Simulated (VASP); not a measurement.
ZnS, 4 atoms in the cell. It takes space group P6_3mc (No. 186, hexagonal). The conventional cell has a = 3.883 Å, b = 3.883 Å, c = 6.246 Å, α = 90.00°, β = 90.00°, γ = 120.00°. Zn (site symmetry 3m) has 4 S at 2.34 to 2.38 Å within 3.1 Å. Within 3.1 Å of S (site symmetry 3m) lie 4 Zn at 2.34 to 2.38 Å.  This cell differs from its parent crystal: strain +0.0200 x Voigt [1, 1, 0, 0, 0, 0].

- Program: VASP 6.6.1
- Task: single point
- Functional: r2SCAN
- Potentials or basis: VASP PAW PBE potentials, release 64 (Zn, S)
- Cutoff: 520 eV
- k mesh: 6 × 6 × 4
- Occupations: gaussian, width 0.05 eV
- Spin: no spin polarisation
- Dipole correction: no
- Further INCAR settings: ALGO = Normal; EDIFF = 1e-06; NBANDS = 26

Potentials or basis: VASP PAW PBE potentials, release 64 (Zn, S).

Launch:

```console
$ cat potpaw_PBE.64/Zn/POTCAR potpaw_PBE.64/S/POTCAR > POTCAR
$ cp INCAR.step1 INCAR
$ mpirun -np 1 vasp_std > vasp.out
$ cp INCAR.step2 INCAR
$ mpirun -np 1 vasp_std > vasp.out
```

Hardware: 1 thread of Intel(R) Xeon(R) 6975P-C (Granite Rapids), with other jobs on the host.

Problem. How long does it take, and how much memory?

Solution. Wall time 78 s on 1 thread of Intel(R) Xeon(R) 6975P-C (Granite Rapids), with other jobs on the host, peak memory 0.22 GiB. Counts: k points 21.
